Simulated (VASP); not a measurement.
C: single point with LDA

C:

```
C
1.0
     0.00000    1.76605    1.76605
     1.76605    0.00000    1.76605
     1.76605    1.76605    0.00000
C
2
Direct
  0.50000 0.50000 0.50000
  0.75000 0.75000 0.75000
```

```
Program             : VASP 6.6.1
Task                : single point
Functional          : LDA
Potentials or basis : VASP PAW LDA potentials, release 64 (C)
Cutoff              : 520 eV
k mesh              : 10 × 10 × 10
Occupations         : gaussian, width 0.1 eV
Spin                : no spin polarisation
```

| Property | Result |
| --- | --- |
| Pressure | 1.5 GPa |
| Band gap on the k mesh | 4.20 eV, indirect (least direct gap 5.63 eV) |

Levels at points of the mesh, in eV from the valence-band top:
```tsv
k point	band 1	band 2	band 3	band 4	band 5	band 6	band 7	band 8	band 9
(0.00, 0.00, 0.00)	-21.71	0.00	0.00	0.00	5.63	5.63	5.63	14.23	19.39
(0.50, 0.00, 0.00)	-15.70	-13.69	-2.86	-2.86	8.51	8.51	9.42	15.67	21.96
(0.50, 0.50, 0.00)	-12.82	-12.82	-6.47	-6.47	4.77	4.77	17.07	17.07	23.48
```

It took 9.4 s on 1 thread of AMD EPYC 7R13, on a shared host, peak memory 0.08 GiB.

A k mesh can miss the band edges.
